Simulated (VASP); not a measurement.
# SnTe (Fm-3m) in VASP: a series of runs, part 2 of 2

VASP 6.6.1. Earlier steps stand in the parts before.

### Step 6. Single point, PBEsol

The input, INCAR:

```
ALGO = Normal
EDIFF = 1E-6
ENCUT = 500
GGA = PS
GGA_COMPAT = F
ISIF = 2
ISMEAR = -1
LASPH = T
LCHARG = F
LREAL = F
LWAVE = F
NBANDS = 17
NELM = 120
PREC = Accurate
SIGMA = 0.02
```

The input, KPOINTS:

```
k-points
0
Gamma
  6 6 6
```

The input, POSCAR:

```
SnTe
1.0
    0.0000000000      3.1893303407      3.1893303407
    3.1893303407      0.0000000000      3.1893303407
    3.1893303407      3.1893303407      0.0000000000
Sn Te
1 1
Direct
    0.0000000000      0.0000000000      0.0000000000
    0.5000000000      0.5000000000      0.5000000000
```

Potentials or basis: VASP PAW PBE potentials, release 64 (Sn_d, Te).

Command:

```sh
> cat potpaw_PBE.64/Sn_d/POTCAR potpaw_PBE.64/Te/POTCAR > POTCAR
> mpirun -np 1 vasp_std > vasp.out
```

OUTCAR:

```text
EDIFF = 1E-6
   ENCUT = 500
   GGA = PS
   ISIF = 2
   ISMEAR = -1
   LASPH = T
   LREAL = F
   NELM = 120
   PREC = Accurate

 ion  position               nearest neighbor table
   1  0.000  0.000  0.000-   2 3.19   2 3.19   2 3.19   2 3.19   2 3.19   2 3.19
   2  0.500  0.500  0.500-   1 3.19   1 3.19   1 3.19   1 3.19   1 3.19   1 3.19

  LATTYP: Found a face centered cubic cell.
 ALAT       =     6.3786606814

  Lattice vectors:

 A1 = (   0.0000000000,   3.1893303407,   3.1893303407)
 A2 = (   3.1893303407,   0.0000000000,   3.1893303407)
 A3 = (   3.1893303407,   3.1893303407,   0.0000000000)

Analysis of symmetry for initial positions (statically):
=====================================================================
 Subroutine PRICEL returns:
 Original cell was already a primitive cell.

 Routine SETGRP: Setting up the symmetry group for a
 face centered cubic supercell.

 Subroutine GETGRP returns: Found 48 space group operations
[... 9 lines left out ...]

 Routine SETGRP: Setting up the symmetry group for a
 face centered cubic supercell.

 Subroutine GETGRP returns: Found 48 space group operations
[... 11 lines left out ...]
                                     Primitive cell

  volume of cell :      64.8826

  direct lattice vectors                    reciprocal lattice vectors
     0.000000000  3.189330341  3.189330341    -0.156772722  0.156772722  0.156772722
     3.189330341  0.000000000  3.189330341     0.156772722 -0.156772722  0.156772722
     3.189330341  3.189330341  0.000000000     0.156772722  0.156772722 -0.156772722

  length of vectors
     4.510394223  4.510394223  4.510394223     0.271538320  0.271538320  0.271538320

  position of ions in fractional coordinates (direct lattice)
     0.000000000  0.000000000  0.000000000
     0.500000000  0.500000000  0.500000000

[... 79 lines left out ...]
   NUPDOWN=      -1.0000    fix difference up-down
   EMIN   =  10.00;   EMAX   =-10.00  energy-range for DOS
   EFERMI =   0.00;   METHOD = LEGACY
   ISMEAR =    -1;   SIGMA  =   0.02  broadening in eV -4-tet -1-fermi 0-gaus
   EFERMI_NEDOS =   21; number of points for ismear=-14 and -15
   IALGO  =     38    algorithm
   IMIX   =      4    mixing-type and parameters
     AMIX     =   0.40;   BMIX     =  1.00
     AMIX_MAG =   1.60;   BMIX_MAG =  1.00
  volume/ion in A,a.u.               =      32.44       218.92
  Fermi-wavevector in a.u.,A,eV,Ry     =   1.105882  2.089813 16.639575  1.222974
  Thomas-Fermi vector in A             =   2.242375
   LORBIT       =      0    0 simple, 1 ext, 2 COOP (PROOUT), +10 PAW based schemes
   GGA     = PS    functional components
   LHFCALC =     F    Hartree Fock is set to
   AEXX    =    0.0000 exact exchange contribution
   IVDW    =     0    specifies the selected vdW correction
   LEPSILON=     F    determine dielectric tensor
   LRPA    =     F    only Hartree local field effects (RPA)
 non-spin polarized calculation
  energy-cutoff  :      500.00
  volume of cell :       64.88
 maximum number of plane-waves:      1676
 NGX is ok and might be reduce to    36
   NGX = 17   NGY = 17   NGZ = 17

 number of electron      20.0000002 magnetization

 Free energy of the ion-electron system (eV)
  ---------------------------------------------------
  ext. energy  EPLUGINS =         0.00000000
  ---------------------------------------------------
  free energy    TOTEN  =        -8.32428287 eV

  energy without entropy =       -8.32340090  energy(sigma->0) =       -8.32384188

 E-fermi :   6.3427     XC(G=0):  -9.4957

 val. band max:        6.3240772369   @ k =   0.5000   0.0000   0.0000
 cond. band min:       6.3613547036   @ k =   0.5000   0.0000   0.0000
 fundamental gap:      0.0372774668
 Fermi energy:         6.3427159702

 k-point     1 :       0.0000    0.0000    0.0000
  band No.  band energies     occupation
      1     -15.4257      2.00000
      2     -15.4257      2.00000
      3     -15.4205      2.00000
      4     -15.4205      2.00000
      5     -15.4205      2.00000
      6      -6.2028      2.00000
[... 297 lines left out ...]
      4     -15.4143      2.00000
      5     -15.4111      2.00000
      6      -4.6773      2.00000
[... 9 lines left out ...]
     16      16.2789      0.00000
     17      17.5050      0.00000

------------------------ aborting loop because EDIFF is reached ----------------------------------------

  FORCE on cell =-STRESS in cart. coord.  units (eV):
  Direction    XX          YY          ZZ          XY          YZ          ZX
  --------------------------------------------------------------------------------------
  -------------------------------------------------------------------------------------
  Total       -0.7687351     -0.7687351     -0.7687351      0.0000000     -0.0000000      0.0000000
  in kB      -18.9827353    -18.9827353    -18.9827353      0.0000000     -0.0000000      0.0000000
  external PRESSURE =     -18.9827353 kB  Pullay stress =       0.0000000 kB

 VOLUME and BASIS-vectors are now :
 -----------------------------------------------------------------------------
  energy-cutoff  :      500.00
  volume of cell :       64.88
      direct lattice vectors                 reciprocal lattice vectors
     0.000000000  3.189330341  3.189330341    -0.156772722  0.156772722  0.156772722
     3.189330341  0.000000000  3.189330341     0.156772722 -0.156772722  0.156772722
     3.189330341  3.189330341  0.000000000     0.156772722  0.156772722 -0.156772722

 POSITION                                       TOTAL-FORCE (eV/Angst)
 -----------------------------------------------------------------------------------
      0.00000      0.00000      0.00000        -0.000000      0.000000     -0.000000
      3.18933      3.18933      3.18933         0.000000      0.000000      0.000000
 -----------------------------------------------------------------------------------
    total drift:                               -0.000000      0.000000      0.000000

  FREE ENERGIE OF THE ION-ELECTRON SYSTEM (eV)
  ---------------------------------------------------
  free  energy   TOTEN  =        -8.3242828686 eV

  energy  without entropy=       -8.3234009000  energy(sigma->0) =       -8.32384188
```

stdout:

```text
POSCAR found type information on POSCAR SnTe
 POSCAR found :  2 types and       2 ions
 scaLAPACK will be used
 -----------------------------------------------------------------------------
|                                                                             |
|                                                                             |
|     You enforced a specific xc type in the INCAR file but a different       |
|     I HOPE YOU KNOW WHAT YOU ARE DOING!                                     |
|                                                                             |
 -----------------------------------------------------------------------------

 LDA part: xc-table for (Slater+PW92), standard interpolation
 POSCAR, INCAR and KPOINTS ok, starting setup
 FFT: planning ... GRIDC
 FFT: planning ... GRID_SOFT
 FFT: planning ... GRID
 WAVECAR not read
 entering main loop
```

It used 41 s of CPU time on 1 thread of Intel Xeon 8259CL, with other jobs on the host.

What came out:

```
Free energy            : -8.3243 eV
Pressure               : -1.9 GPa
Band gap on the k mesh : 0.04 eV, direct
```

Levels at points of the mesh, in eV from the valence-band top:
```tsv
k point	band 7	band 8	band 9	band 10	band 11	band 12	band 13	band 14
(0.00, 0.00, 0.00)	-4.82	-2.01	-2.01	-2.01	3.28	3.28	3.28	4.81
(0.50, 0.00, 0.00)	-8.14	-1.68	-1.68	0.00	0.04	0.43	0.43	7.63
(0.50, 0.50, 0.00)	-6.44	-5.32	-3.54	-3.54	2.27	4.76	4.76	6.12
```

Caveat: the PAW data sets were made with another functional, which shifts forces and pressure a little; spin-orbit coupling is left out, which moves the levels of the heavy elements.

### Step 7. The runs side by side

| level | smearing | gap on the mesh (eV) | pressure (GPa) |
| --- | --- | --- | --- |
| PBE | methfessel-paxton 0.001 eV | - | 0.6 |
| PBE | fermi-dirac 0.02 eV | 0.01 | 0.6 |
| PBE | gaussian 0.001 eV | - | 0.6 |
| PBE | fermi-dirac 0.05 eV | 0.01 | 0.5 |
| PBEsol | fermi-dirac 0.02 eV | 0.04 | -1.9 |

Alike in all rows: task single point; potentials or basis VASP PAW PBE potentials, release 64 (Sn_d, Te); no spin polarisation; cell as given; k mesh 6 × 6 × 6; cutoff (eV) 500.

On the cell as given the gap runs from 0.01 eV (PBE) to 0.04 eV (PBEsol). The pressure there spans -1.9 GPa (PBEsol) to 0.6 GPa (PBE); a positive pressure means that this level wants a larger cell, a negative one a smaller.

Caveats: spin-orbit coupling is left out, which moves the levels of the heavy elements; the PAW data sets were made with another functional, which shifts forces and pressure a little (some runs).

Absolute energies hang on the potentials; compare differences alone.
